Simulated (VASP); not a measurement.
# C (Cmme) in VASP: further runs

Runs on C. Level: PBEsol. Tasks: single point.

Program: VASP 6.6.1. These are calculated values, not measurements. Logs are shortened: lines on timing, memory, paths and dates and some standing lists are left out, and cuts for length are marked.

## 1. The cell of the first run

The typed cell holds 4 atoms: a = 2.505 Å, b = 2.505 Å, c = 7.378 Å, α = 90.00°, β = 90.00°, γ = 125.68°.

## 2. Single point, PBEsol (normal strain along x -0.0700, normal strain along y +0.0467)

INCAR

```
SYSTEM = C
PREC = Accurate
ENCUT = 520
EDIFF = 1E-7
ISMEAR = 0
SIGMA = 0.15
LREAL = .False.
LASPH = .True.
NELM = 60
ALGO = Normal
ISIF = 2
LWAVE = .False.
LCHARG = .False.
GGA = PS
NBANDS = 16
```

KPOINTS

```
Automatic mesh
0
Gamma
  18 18 6
  0 0 0
```

POSCAR

```
C
1.0
    1.1434113954     -2.2285132197      0.0000000000
    1.1434113954      2.2285132197      0.0000000000
    0.0000000000      0.0000000000      7.3778182888
C
4
Direct
    0.0833216498      0.9166783502      0.7498439858
    0.5833216498      0.4166783502      0.2501560142
    0.9166783502      0.0833216498      0.2501560142
    0.4166783502      0.5833216498      0.7498439858
```

Potentials or basis: VASP PAW PBE potentials, release 64 (C).

Started as:

```sh
cat potpaw_PBE.64/C/POTCAR > POTCAR
mpirun -np 1 vasp_std > vasp.out
```

OUTCAR:

```text
SYSTEM = C
   PREC = Accurate
   ENCUT = 520
   EDIFF = 1E-7
   ISMEAR = 0
   LREAL = .False.
   LASPH = .True.
   NELM = 60
   ISIF = 2
   GGA = PS

 ion  position               nearest neighbor table
   1  0.083  0.917  0.750-   4 1.36   4 1.36   4 1.49
   2  0.583  0.417  0.250-   3 1.36   3 1.36   3 1.49
   3  0.917  0.083  0.250-   2 1.36   2 1.36   2 1.49
   4  0.417  0.583  0.750-   1 1.36   1 1.36   1 1.49

  LATTYP: Found a base centered orthorhombic cell.
 ALAT       =     2.2868227908
 B/A-ratio  =     1.9490038569
 C/A-ratio  =     3.2262308730

  Lattice vectors:

 A1 = (   1.1434113954,  -2.2285132197,   0.0000000000)
 A2 = (   1.1434113954,   2.2285132197,   0.0000000000)
 A3 = (   0.0000000000,   0.0000000000,   7.3778182888)

Analysis of symmetry for initial positions (statically):
=====================================================================
 Subroutine PRICEL returns:
 Original cell was already a primitive cell.

 Routine SETGRP: Setting up the symmetry group for a
 base centered orthorhombic supercell.

 Subroutine GETGRP returns: Found  8 space group operations
 (whereof  4 operations were pure point group operations)
 out of a pool of  8 trial point group operations.

The static configuration has the point symmetry C_2h.
 The point group associated with its full space group is D_2h.

Analysis of symmetry for dynamics (positions and initial velocities):
=====================================================================
 Subroutine PRICEL returns:
 Original cell was already a primitive cell.

 Routine SETGRP: Setting up the symmetry group for a
 base centered orthorhombic supercell.

 Subroutine GETGRP returns: Found  8 space group operations
 (whereof  4 operations were pure point group operations)
 out of a pool of  8 trial point group operations.

The dynamic configuration has the point symmetry C_2h.
 The point group associated with its full space group is D_2h.

 Subroutine INISYM returns: Found  8 space group operations
 (whereof  4 operations are pure point group operations),
 and found     1 'primitive' translations

----------------------------------------------------------------------------------------

                                     Primitive cell

  volume of cell :      37.5989

  direct lattice vectors                    reciprocal lattice vectors
     1.143411395 -2.228513220  0.000000000     0.437287928 -0.224364835  0.000000000
     1.143411395  2.228513220  0.000000000     0.437287928  0.224364835  0.000000000
     0.000000000  0.000000000  7.377818289     0.000000000  0.000000000  0.135541424

  length of vectors
     2.504727688  2.504727688  7.377818289     0.491487854  0.491487854  0.135541424

  position of ions in fractional coordinates (direct lattice)
     0.083321650  0.916678350  0.749843986
     0.583321650  0.416678350  0.250156014
     0.916678350  0.083321650  0.250156014
     0.416678350  0.583321650  0.749843986

  ion indices of the primitive-cell ions
   primitive index   ion index
                 1           1
                 2           2
                 3           3
                 4           4

----------------------------------------------------------------------------------------

 KPOINTS: Automatic mesh

Automatic generation of k-mesh.
 Grid dimensions read from file:
 generate k-points for:   18   18    6

 Generating k-lattice:

  Cartesian coordinates                     Fractional coordinates (reciprocal lattice)
     0.024293774 -0.012464713  0.000000000     0.055555556  0.000000000  0.000000000
     0.024293774  0.012464713  0.000000000     0.000000000  0.055555556  0.000000000
     0.000000000  0.000000000  0.022590237     0.000000000  0.000000000  0.166666667

  Length of vectors
     0.027304881  0.027304881  0.022590237

  Shift w.r.t. Gamma in fractional coordinates (k-lattice)
     0.000000000  0.000000000  0.000000000

 Subroutine IBZKPT returns following result:
 ===========================================

 Found    364 irreducible k-points:

 Following reciprocal coordinates:
            Coordinates               Weight
  0.000000  0.000000  0.000000      1.000000
  0.055556 -0.000000  0.000000      4.000000
  0.111111 -0.000000  0.000000      4.000000
  0.166667  0.000000  0.000000      4.000000
  0.222222 -0.000000  0.000000      4.000000
  0.277778 -0.000000  0.000000      4.000000
[... 16 lines left out ...]
 -0.277778  0.055556  0.000000      4.000000
 -0.222222  0.055556  0.000000      4.000000
 [... further k-points ...]
   k-points           NKPTS =    364   k-points in BZ     NKDIM =    364   number of bands    NBANDS=     16
   number of dos      NEDOS =    301   number of ions     NIONS =      4
   total plane-waves  NPLWV =  22400
   dimension x,y,z NGX =    20 NGY =   20 NGZ =   56
   dimension x,y,z NGXF=    40 NGYF=   40 NGZF=  112
   ions per type =               4
   NGX,Y,Z   is equivalent  to a cutoff of  13.27, 13.27, 12.62 a.u.
   NGXF,Y,Z  is equivalent  to a cutoff of  26.55, 26.55, 25.24 a.u.
 SYSTEM =  C
   PREC   = accura    normal or accurate (medium, high low for compatibility)
   ISTART =      0    job   : 0-new  1-cont  2-samecut
   ICHARG =      2    charge: 1-file 2-atom 10-const
   ISPIN  =      1    spin polarized calculation?
   LNONCOLLINEAR =      F non collinear calculations
   LSORBIT =      F    spin-orbit coupling
   LASPH  =      T    aspherical Exc in radial PAW
   ENCUT  =  520.0 eV  38.22 Ry    6.18 a.u.   4.66  4.66 13.72*2*pi/ulx,y,z
   NELM   =     60;   NELMIN=  2; NELMDL= -5     # of ELM steps
   EDIFF  = 0.1E-06   stopping-criterion for ELM
   LREAL  =      F    real-space projection
   EDIFFG = 0.1E-05   stopping-criterion for IOM
   NSW    =      0    number of steps for IOM
   IBRION =     -1    ionic relax: 0-MD 1-quasi-New 2-CG
   NFREE  =      0    steps in history (QN), initial steepest desc. (CG)
   ISIF   =      2    stress and relaxation
   ISYM   =      2    0-nonsym 1-usesym 2-fastsym
   POTIM  = 0.5000    time-step for ionic-motion
   TEBEG  =    0.0;   TEEND  =   0.0 temperature during run
   PSTRESS=    0.0 pullay stress
   NELECT =      16.0000    total number of electrons
   NUPDOWN=      -1.0000    fix difference up-down
   EMIN   =  10.00;   EMAX   =-10.00  energy-range for DOS
   EFERMI =   0.00;   METHOD = LEGACY
   ISMEAR =     0;   SIGMA  =   0.15  broadening in eV -4-tet -1-fermi 0-gaus
   EFERMI_NEDOS =   21; number of points for ismear=-14 and -15
   IALGO  =     38    algorithm
   IMIX   =      4    mixing-type and parameters
     AMIX     =   0.40;   BMIX     =  1.00
     AMIX_MAG =   1.60;   BMIX_MAG =  1.00
  volume/ion in A,a.u.               =       9.40        63.43
  Fermi-wavevector in a.u.,A,eV,Ry     =   1.231373  2.326957 20.630232  1.516279
  Thomas-Fermi vector in A             =   2.366185
   LORBIT       =      0    0 simple, 1 ext, 2 COOP (PROOUT), +10 PAW based schemes
   GGA     = PS    functional components
   LHFCALC =     F    Hartree Fock is set to
   AEXX    =    0.0000 exact exchange contribution
   IVDW    =     0    specifies the selected vdW correction
   LEPSILON=     F    determine dielectric tensor
   LRPA    =     F    only Hartree local field effects (RPA)
 non-spin polarized calculation
 Gauss-broadening in eV      SIGMA  =   0.15
  energy-cutoff  :      520.00
  volume of cell :       37.60
 maximum number of plane-waves:      1039
   NGX =  9   NGY =  9   NGZ = 27

 number of electron      16.0000000 magnetization

 Free energy of the ion-electron system (eV)
  ---------------------------------------------------
  ext. energy  EPLUGINS =         0.00000000
  ---------------------------------------------------
  free energy    TOTEN  =       -37.79431146 eV

  energy without entropy =      -37.79430633  energy(sigma->0) =      -37.79430889

 E-fermi :   4.1611     XC(G=0):  -9.9588

 val. band max:        3.8005183064   @ k =   0.3333   0.2778   0.5000
 cond. band min:       4.5248865504   @ k =   0.3333   0.2778   0.1667
 fundamental gap:      0.7243682440
 Fermi energy:         4.1611288116

 k-point     1 :       0.0000    0.0000    0.0000
  band No.  band energies     occupation
      1     -15.8751      2.00000
      2     -15.7374      2.00000
      3      -4.4667      2.00000
      4      -3.2852      2.00000
      5       0.6485      2.00000
      6       0.6709      2.00000
[... 8 lines left out ...]
     15      15.9636      0.00000
     16      16.0212      0.00000

 k-point     2 :       0.0556   -0.0000    0.0000
  band No.  band energies     occupation
      1     -15.7950      2.00000
      2     -15.6581      2.00000
      3      -4.3675      2.00000
      4      -3.1898      2.00000
      5       0.4856      2.00000
      6       0.5073      2.00000
[... 8 lines left out ...]
     15      15.7265      0.00000
     16      15.7663      0.00000

 k-point     3 :       0.1111   -0.0000    0.0000
  band No.  band energies     occupation
      1     -15.5550      2.00000
      2     -15.4204      2.00000
      3      -4.0707      2.00000
      4      -2.9046      2.00000
      5       0.0414      2.00000
      6       0.0606      2.00000
[... 8 lines left out ...]
     15      15.0378      0.00000
     16      15.0520      0.00000

 k-point     4 :       0.1667    0.0000    0.0000
  band No.  band energies     occupation
      1     -15.1563      2.00000
      2     -15.0255      2.00000
      3      -3.5790      2.00000
      4      -2.4330      2.00000
      5      -0.7766      2.00000
      6      -0.7625      2.00000
[... 8 lines left out ...]
     15      14.6503      0.00000
     16      14.6859      0.00000
[... 324 lines left out ...]
 k-point    22 :      -0.3333    0.0556    0.0000
  band No.  band energies     occupation
      1     -13.5088      2.00000
      2     -13.3931      2.00000
      3      -4.2423      2.00000
      4      -4.1989      2.00000
      5      -2.4523      2.00000
      6      -2.4302      2.00000
[... 8 lines left out ...]
     15      19.1448      0.00000
     16      19.4362      0.00000

 k-point    23 :      -0.2778    0.0556    0.0000
  band No.  band energies     occupation
      1     -14.2770      2.00000
      2     -14.1544      2.00000
      3      -2.7123      2.00000
      4      -2.6837      2.00000
      5      -2.5058      2.00000
      6      -1.9089      2.00000
[... 8 lines left out ...]
     15      17.6214      0.00000
     16      17.6920      0.00000

 k-point    24 :      -0.2222    0.0556    0.0000
  band No.  band energies     occupation
      1     -14.8944      2.00000
      2     -14.7661      2.00000
      3      -3.2612      2.00000
      4      -2.1306      2.00000
      5      -1.5177      2.00000
      6      -1.5040      2.00000
[... 8 lines left out ...]
     15      16.1098      0.00000
     16      16.1403      0.00000

 [... further k-points ...]
[... 5 lines left out ...]
  --------------------------------------------------------------------------------------
  -------------------------------------------------------------------------------------
  Total       17.4049714     -7.0744461     -0.0022495      0.0000000      0.0000000      0.0000000
  in kB      741.6657347   -301.4583685     -0.0958574      0.0000000      0.0000000      0.0000000
  external PRESSURE =     146.7038363 kB  Pullay stress =       0.0000000 kB

 VOLUME and BASIS-vectors are now :
 -----------------------------------------------------------------------------
  energy-cutoff  :      520.00
  volume of cell :       37.60
      direct lattice vectors                 reciprocal lattice vectors
     1.143411395 -2.228513220  0.000000000     0.437287928 -0.224364835  0.000000000
     1.143411395  2.228513220  0.000000000     0.437287928  0.224364835  0.000000000
     0.000000000  0.000000000  7.377818289     0.000000000  0.000000000  0.135541424

 POSITION                                       TOTAL-FORCE (eV/Angst)
 -----------------------------------------------------------------------------------
      1.14341      1.85715      5.53221         0.000000     -1.489734      0.000143
      1.14341     -0.37137      1.84561         0.000000     -1.489734     -0.000143
      1.14341     -1.85715      1.84561         0.000000      1.489734     -0.000143
      1.14341      0.37137      5.53221         0.000000      1.489734      0.000143
 -----------------------------------------------------------------------------------
    total drift:                                0.000000      0.000000     -0.000000

  FREE ENERGIE OF THE ION-ELECTRON SYSTEM (eV)
  ---------------------------------------------------
  free  energy   TOTEN  =       -37.7943114569 eV

  energy  without entropy=      -37.7943063257  energy(sigma->0) =      -37.79430889
```

Run time: 2.7 min. Hardware: 1 thread of Intel Xeon 6975P-C, shared host; peak memory 0.27 GiB.

What came out:

```
Free energy            : -37.7943 eV
Pressure               : 14.7 GPa
Largest force          : 1.490 eV/Å
Band gap on the k mesh : 0.72 eV
```

Forces in eV/Å, atoms in the order of the input:
```
C    0.000 -1.490  0.000
C    0.000 -1.490  0.000
C    0.000  1.490  0.000
C    0.000  1.490  0.000
```

Caveat: the cell differs from its parent crystal (normal strain along x -0.0700, normal strain along y +0.0467); the PAW data sets were made with another functional, which shifts forces and pressure a little; this functional lacks dispersion, which binds the layers, so the pressure and a relaxed spacing across them are unreliable.

(Part 1 of 2 ends here.)
